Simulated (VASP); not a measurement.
A run of VASP 6.6.1 is set up as follows.

File INCAR:

```
SYSTEM = B3P2
ALGO = Normal
EDIFF = 1E-6
ENCUT = 520
GGA = PE
ISIF = 2
ISMEAR = 0
LASPH = .True.
LCHARG = .False.
LREAL = .False.
LWAVE = .False.
NBANDS = 18
NELM = 100
PREC = Accurate
SIGMA = 0.1
```

KPOINTS

```
k-points
0
Gamma
  12 12 6
  0 0 0
```

File POSCAR:

```
B3P2
1.0
    3.0791381595      0.0000000000      0.0000000000
   -1.5395690797      2.6666118679      0.0000000000
    0.0000000000      0.0000000000      6.3251844449
B P
3 2
Direct
    0.0000000000      0.0000000000      0.0000000000
    0.3333333333      0.6666666667      0.4820114082
    0.6666666667      0.3333333333      0.5179885918
    0.3333333333      0.6666666667      0.1817392316
    0.6666666667      0.3333333333      0.8182607684
```

Potentials or basis: VASP PAW PBE potentials, release 64 (B, P).

Launch:

```sh
$ cat potpaw_PBE.64/B/POTCAR potpaw_PBE.64/P/POTCAR > POTCAR
$ mpirun -np 1 vasp_std > vasp.out
```

**Question.** What does it give for the largest force?

**Answer.** 0.010 eV/Å.

**Question.** What does it give for the pressure?

**Answer.** -0.2 GPa.

Forces on the atoms (eV/Å):
```
B    0.000  0.000  0.000
B    0.000  0.000 -0.003
B    0.000  0.000  0.003
P    0.000  0.000 -0.010
P    0.000  0.000  0.010
```
